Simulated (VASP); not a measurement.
# ZrF3 (P4/mmm) in VASP: relaxation of cell and atoms with PBE

Aim: the relaxation of cell and atoms of ZrF3 with PBE.

Everything below comes from runs of VASP 6.6.1. Logs are shortened: lines on timing, memory, paths and dates and some standing lists are left out, and cuts for length are marked.

## (1) The cell of the first run

Symmetry: P4/mmm, No. 123, tetragonal system. Conventional cell: a = 3.090 Å, b = 3.090 Å, c = 4.444 Å, α = 90.00°, β = 90.00°, γ = 90.00°. Within 2.9 Å of Zr (site symmetry 4/mmm) lie 10 F at 2.22 to 2.42 Å. Within 2.8 Å of F (site symmetry 4mm) lie 6 F at 2.09 to 2.48 Å and 4 Zr at 2.42 Å. F (site symmetry 4/mmm) has 2 Zr at 2.22 Å and 8 F at 2.48 Å within 2.9 Å.

The cell was generated, and may not be a known phase.

## (2) Relaxation of cell and atoms, PBE

The input, INCAR:

```
SYSTEM = ZrF3
PREC = Accurate
ENCUT = 600
EDIFF = 1E-6
ISMEAR = 0
SIGMA = 0.1
LREAL = .False.
LASPH = .True.
NELM = 100
ALGO = Normal
ISIF = 3
LWAVE = .False.
LCHARG = .False.
GGA = PE
IBRION = 2
NSW = 100
EDIFFG = -0.01
```

The input, KPOINTS:

```
regular mesh
0
Gamma
  16 16 10
  0 0 0
```

The input, POSCAR:

```
ZrF3
1.0
    3.0902637410      0.0000000000      0.0000000000
    0.0000000000      3.0902637410      0.0000000000
    0.0000000000      0.0000000000      4.4438346636
Zr F
1 3
Direct
    0.0000000000      0.0000000000      0.0000000000
    0.5000000000      0.5000000000      0.7648664381
    0.0000000000      0.0000000000      0.5000000000
    0.5000000000      0.5000000000      0.2351335619
```

Potentials or basis: VASP PAW PBE potentials, release 64 (Zr_sv, F).

On the command line:

```console
> cat potpaw_PBE.64/Zr_sv/POTCAR potpaw_PBE.64/F/POTCAR > POTCAR
> mpirun -np 1 vasp_std > vasp.out
```

OUTCAR:

```text
SYSTEM = ZrF3
   PREC = Accurate
   ENCUT = 600
   EDIFF = 1E-6
   ISMEAR = 0
   LREAL = .False.
   LASPH = .True.
   NELM = 100
   ISIF = 3
   GGA = PE
   IBRION = 2
   NSW = 100
   EDIFFG = -0.01

 ion  position               nearest neighbor table
   1  0.000  0.000  0.000-   3 2.22   3 2.22   4 2.42   2 2.42   2 2.42   4 2.42   2 2.42   4 2.42
                             2 2.42   4 2.42
   2  0.500  0.500  0.765-   1 2.42   1 2.42   1 2.42   1 2.42
   3  0.000  0.000  0.500-   1 2.22   1 2.22
   4  0.500  0.500  0.235-   1 2.42   1 2.42   1 2.42   1 2.42

  LATTYP: Found a simple tetragonal cell.
 ALAT       =     3.0902637410
 C/A-ratio  =     1.4380114566

  Lattice vectors:

 A1 = (   3.0902637410,   0.0000000000,   0.0000000000)
 A2 = (   0.0000000000,   3.0902637410,   0.0000000000)
 A3 = (   0.0000000000,   0.0000000000,   4.4438346636)

Analysis of symmetry for initial positions (statically):
=====================================================================
 Subroutine PRICEL returns:
 Original cell was already a primitive cell.

 Routine SETGRP: Setting up the symmetry group for a
 simple tetragonal supercell.

 Subroutine GETGRP returns: Found 16 space group operations
 (whereof 16 operations were pure point group operations)
 out of a pool of 16 trial point group operations.

The static configuration has the point symmetry D_4h.

Analysis of symmetry for dynamics (positions and initial velocities):
=====================================================================
 Subroutine PRICEL returns:
 Original cell was already a primitive cell.

 Routine SETGRP: Setting up the symmetry group for a
 simple tetragonal supercell.

 Subroutine GETGRP returns: Found 16 space group operations
 (whereof 16 operations were pure point group operations)
 out of a pool of 16 trial point group operations.

The dynamic configuration has the point symmetry D_4h.

 Subroutine INISYM returns: Found 16 space group operations
 (whereof 16 operations are pure point group operations),
 and found     1 'primitive' translations

----------------------------------------------------------------------------------------

                                     Primitive cell

  volume of cell :      42.4374

  direct lattice vectors                    reciprocal lattice vectors
     3.090263741  0.000000000  0.000000000     0.323596975  0.000000000  0.000000000
     0.000000000  3.090263741  0.000000000     0.000000000  0.323596975  0.000000000
     0.000000000  0.000000000  4.443834664     0.000000000  0.000000000  0.225030874

  length of vectors
     3.090263741  3.090263741  4.443834664     0.323596975  0.323596975  0.225030874

  position of ions in fractional coordinates (direct lattice)
     0.000000000  0.000000000  0.000000000
     0.500000000  0.500000000  0.764866438
     0.000000000  0.000000000  0.500000000
     0.500000000  0.500000000  0.235133562

  ion indices of the primitive-cell ions
   primitive index   ion index
                 1           1
                 2           2
                 3           3
                 4           4

----------------------------------------------------------------------------------------

 KPOINTS: regular mesh

Automatic generation of k-mesh.
 Grid dimensions read from file:
 generate k-points for:   16   16   10

 Generating k-lattice:

  Cartesian coordinates                     Fractional coordinates (reciprocal lattice)
     0.020224811  0.000000000  0.000000000     0.062500000  0.000000000  0.000000000
     0.000000000  0.020224811  0.000000000     0.000000000  0.062500000  0.000000000
     0.000000000  0.000000000  0.022503087     0.000000000  0.000000000  0.100000000

  Length of vectors
     0.020224811  0.020224811  0.022503087

  Shift w.r.t. Gamma in fractional coordinates (k-lattice)
     0.000000000  0.000000000  0.000000000

 Subroutine IBZKPT returns following result:
 ===========================================

 Found    270 irreducible k-points:

 Following reciprocal coordinates:
            Coordinates               Weight
  0.000000  0.000000  0.000000      1.000000
  0.062500  0.000000  0.000000      4.000000
  0.125000  0.000000  0.000000      4.000000
  0.187500  0.000000  0.000000      4.000000
  0.250000  0.000000  0.000000      4.000000
  0.312500  0.000000  0.000000      4.000000
[... 16 lines left out ...]
  0.437500  0.125000  0.000000      8.000000
  0.500000  0.125000  0.000000      4.000000
 [... further k-points ...]
   k-points           NKPTS =    270   k-points in BZ     NKDIM =    270   number of bands    NBANDS=     20
   number of dos      NEDOS =    301   number of ions     NIONS =      4
   total plane-waves  NPLWV =  28224
   dimension x,y,z NGX =    28 NGY =   28 NGZ =   36
   dimension x,y,z NGXF=    56 NGYF=   56 NGZF=   72
   ions per type =               1   3
   NGX,Y,Z   is equivalent  to a cutoff of  15.06, 15.06, 13.47 a.u.
   NGXF,Y,Z  is equivalent  to a cutoff of  30.13, 30.13, 26.94 a.u.
 SYSTEM =  ZrF3
   PREC   = accura    normal or accurate (medium, high low for compatibility)
   ISTART =      0    job   : 0-new  1-cont  2-samecut
   ICHARG =      2    charge: 1-file 2-atom 10-const
   ISPIN  =      1    spin polarized calculation?
   LNONCOLLINEAR =      F non collinear calculations
   LSORBIT =      F    spin-orbit coupling
   LASPH  =      T    aspherical Exc in radial PAW
   ENCUT  =  600.0 eV  44.10 Ry    6.64 a.u.   6.17  6.17  8.88*2*pi/ulx,y,z
   NELM   =    100;   NELMIN=  2; NELMDL= -5     # of ELM steps
   EDIFF  = 0.1E-05   stopping-criterion for ELM
   LREAL  =      F    real-space projection
   EDIFFG = -.1E-01   stopping-criterion for IOM
   NSW    =    100    number of steps for IOM
   IBRION =      2    ionic relax: 0-MD 1-quasi-New 2-CG
   NFREE  =      1    steps in history (QN), initial steepest desc. (CG)
   ISIF   =      3    stress and relaxation
   ISYM   =      2    0-nonsym 1-usesym 2-fastsym
   POTIM  = 0.5000    time-step for ionic-motion
   TEBEG  =    0.0;   TEEND  =   0.0 temperature during run
   PSTRESS=    0.0 pullay stress
   NELECT =      33.0000    total number of electrons
   NUPDOWN=      -1.0000    fix difference up-down
   EMIN   =  10.00;   EMAX   =-10.00  energy-range for DOS
   EFERMI =   0.00;   METHOD = LEGACY
   ISMEAR =     0;   SIGMA  =   0.10  broadening in eV -4-tet -1-fermi 0-gaus
   EFERMI_NEDOS =   21; number of points for ismear=-14 and -15
   IALGO  =     38    algorithm
   IMIX   =      4    mixing-type and parameters
     AMIX     =   0.40;   BMIX     =  1.00
     AMIX_MAG =   1.60;   BMIX_MAG =  1.00
  volume/ion in A,a.u.               =      10.61        71.60
  Fermi-wavevector in a.u.,A,eV,Ry     =   1.505439  2.844867 30.835515  2.266346
  Thomas-Fermi vector in A             =   2.616288
   LORBIT       =      0    0 simple, 1 ext, 2 COOP (PROOUT), +10 PAW based schemes
   GGA     = PE    functional components
   LHFCALC =     F    Hartree Fock is set to
   AEXX    =    0.0000 exact exchange contribution
   IVDW    =     0    specifies the selected vdW correction
   LEPSILON=     F    determine dielectric tensor
   LRPA    =     F    only Hartree local field effects (RPA)
 conjugate gradient relaxation of ions
 non-spin polarized calculation
 Gauss-broadening in eV      SIGMA  =   0.10
  energy-cutoff  :      600.00
  volume of cell :       42.44
 maximum number of plane-waves:      1444
 NGX is ok and might be reduce to    28
   NGX = 13   NGY = 13   NGZ = 17

--------------------------------------- Ionic step        1  -------------------------------------------

 number of electron      32.9999995 magnetization

 Free energy of the ion-electron system (eV)
  ---------------------------------------------------
  ext. energy  EPLUGINS =         0.00000000
  ---------------------------------------------------
  free energy    TOTEN  =       -25.12974291 eV

  energy without entropy =      -25.12468061  energy(sigma->0) =      -25.12721176

------------------------ aborting loop because EDIFF is reached ----------------------------------------

  FORCE on cell =-STRESS in cart. coord.  units (eV):
  Direction    XX          YY          ZZ          XY          YZ          ZX
  --------------------------------------------------------------------------------------
  -------------------------------------------------------------------------------------
  Total       -0.1009135     -0.1009135     -0.1336349      0.0000000      0.0000000      0.0000000
  in kB       -3.8098769     -3.8098769     -5.0452364      0.0000000      0.0000000      0.0000000
  external PRESSURE =      -4.2216634 kB  Pullay stress =       0.0000000 kB
[... 213 lines left out ...]
  energy  without entropy=      -25.1248668570  energy(sigma->0) =      -25.12738753

--------------------------------------- Ionic step        7  -------------------------------------------

 number of electron      32.9999994 magnetization

 Free energy of the ion-electron system (eV)
  ---------------------------------------------------
  ext. energy  EPLUGINS =         0.00000000
  ---------------------------------------------------
  free energy    TOTEN  =       -25.12991325 eV

  energy without entropy =      -25.12486685  energy(sigma->0) =      -25.12739005

 E-fermi :   7.6314     XC(G=0): -11.5453

 val. band max:        7.6301309689   @ k =   0.4375   0.1250   0.0000
 cond. band min:       7.6471711782   @ k =   0.4375   0.0000   0.4000
 fundamental gap:      0.0170402093
 Fermi energy:         7.6313901068

 k-point     1 :       0.0000    0.0000    0.0000
  band No.  band energies     occupation
      1     -43.5055      2.00000
      2     -21.7251      2.00000
      3     -21.0725      2.00000
      4     -21.0724      2.00000
      5     -18.2388      2.00000
      6     -16.4219      2.00000
[... 12 lines left out ...]
     19      10.0810      0.00000
[... 513 lines left out ...]
      4     -21.0957      2.00000
      5     -17.3775      2.00000
      6     -16.6123      2.00000
[... 12 lines left out ...]
     19       9.4445      0.00000
     20      10.3554      0.00000

 [... further k-points ...]

------------------------ aborting loop because EDIFF is reached ----------------------------------------

  FORCE on cell =-STRESS in cart. coord.  units (eV):
  Direction    XX          YY          ZZ          XY          YZ          ZX
  --------------------------------------------------------------------------------------
  -------------------------------------------------------------------------------------
  Total        0.0018292      0.0018292     -0.0261879      0.0000000      0.0000000      0.0000000
  in kB        0.0692357      0.0692357     -0.9912407      0.0000000      0.0000000      0.0000000
  external PRESSURE =      -0.2842564 kB  Pullay stress =       0.0000000 kB
[... 19 lines left out ...]
  FREE ENERGIE OF THE ION-ELECTRON SYSTEM (eV)
  ---------------------------------------------------
  free  energy   TOTEN  =       -25.1299132506 eV

  energy  without entropy=      -25.1248668515  energy(sigma->0) =      -25.12739005

 reached required accuracy - stopping structural energy minimisation
```

Run time: 7.8 min. Hardware: 1 thread of Intel Xeon Platinum 8488C (Sapphire Rapids), shared host; peak memory 0.38 GiB.

Results:

```yaml
Free_energy: -25.1299 eV
Relaxed_volume: 10.58 Å³/atom
Relaxed_cell: a = 3.088 Å, b = 3.088 Å, c = 4.440 Å, α = 90.00°, β = 90.00°, γ = 90.00°
Space_group_after_relaxing_to_0.1_Å: P4/mmm (No. 123)
Energy_gained_by_relaxing: 0.0 meV/atom
Ionic_steps: 7
Pressure_after_relaxing: 0.0 GPa
Band_gap_on_the_k_mesh: zero (an odd number of electrons rules out a gap without spin polarisation)
```

Stress tensor (GPa, compression positive):
```
 0.01  0.00  0.00
 0.00  0.01  0.00
 0.00  0.00 -0.10
```

Step by step:
| step | energy change (eV) | largest force (eV/Å) | pressure (GPa) | volume (Å³) |
| --- | --- | --- | --- | --- |
| 1 | 0.0000 | 0.0152 | -0.42 | 42.44 |
| 2 | -0.0001 | 0.0206 | 0.21 | 42.27 |
| 3 | -0.0002 | 0.0188 | 0.05 | 42.32 |
| 4 | -0.0002 | 0.0183 | 0.03 | 42.33 |
| 5 | -0.0002 | 0.0183 | 0.00 | 42.33 |
| 6 | -0.0002 | 0.0109 | -0.05 | 42.33 |
| 7 | -0.0002 | 0.0003 | -0.03 | 42.33 |

Final structure:
```xyz
4
Lattice="3.0877 0.0000 0.0000 0.0000 3.0877 0.0000 0.0000 0.0000 4.4398" Properties=species:S:1:pos:R:3 pbc="T T T"
Zr    0.0000    0.0000    0.0000
F     1.5439    1.5439    3.3949
F     0.0000    0.0000    2.2199
F     1.5439    1.5439    1.0449
```

Caveat: an odd number of electrons without spin polarisation forces a metal; a magnetic or distorted state may lie lower.
